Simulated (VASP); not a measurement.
Here is a VASP 6.6.1 calculation.

File INCAR:

```
SYSTEM = WS2
PREC = Accurate
ENCUT = 520
EDIFF = 1E-7
ISMEAR = 0
SIGMA = 0.02
LREAL = .False.
LASPH = .True.
NELM = 100
ALGO = Normal
ISIF = 2
LWAVE = .False.
LCHARG = .True.
GGA = CA
LELF = .True.
LVHAR = .True.
NBANDS = 35
```

KPOINTS

```
regular mesh
0
Gamma
  12 12 4
  0 0 0
```

The input POSCAR:

```
WS2
1.0
    3.1268885866      0.0000000000      0.0000000000
   -1.5634442933      2.7079649508      0.0000000000
    0.0000000000      0.0000000000     12.1559717714
W S
2 4
Direct
    0.3333333333      0.6666666667      0.2500000000
    0.6666666667      0.3333333333      0.7500000000
    0.3333333333      0.6666666667      0.6215153248
    0.6666666667      0.3333333333      0.1215153248
    0.3333333333      0.6666666667      0.8784846752
    0.6666666667      0.3333333333      0.3784846752
```

Potentials or basis: VASP PAW LDA potentials, release 64 (W_sv, S).

The run is started by

```console
$ cat potpaw_LDA.64/W_sv/POTCAR potpaw_LDA.64/S/POTCAR > POTCAR
$ mpirun -np 1 vasp_std > vasp.out
```

Problem. Predict the pressure.

Solution. 0.4 GPa.

Problem. What does it give for the band gap on the k mesh?

Solution. 0.85 eV, indirect (least direct gap 1.89 eV).

Problem. What does it give for the largest force?

Solution. 0.051 eV/Å.

Forces in eV/Å, atoms in the order of the input:
```
W    0.000  0.000  0.000
W    0.000  0.000  0.000
S    0.000  0.000 -0.051
S    0.000  0.000 -0.051
S    0.000  0.000  0.051
S    0.000  0.000  0.051
```

Caveat: spin-orbit coupling is left out, which moves the levels of the heavy elements. A k mesh can miss the band edges.
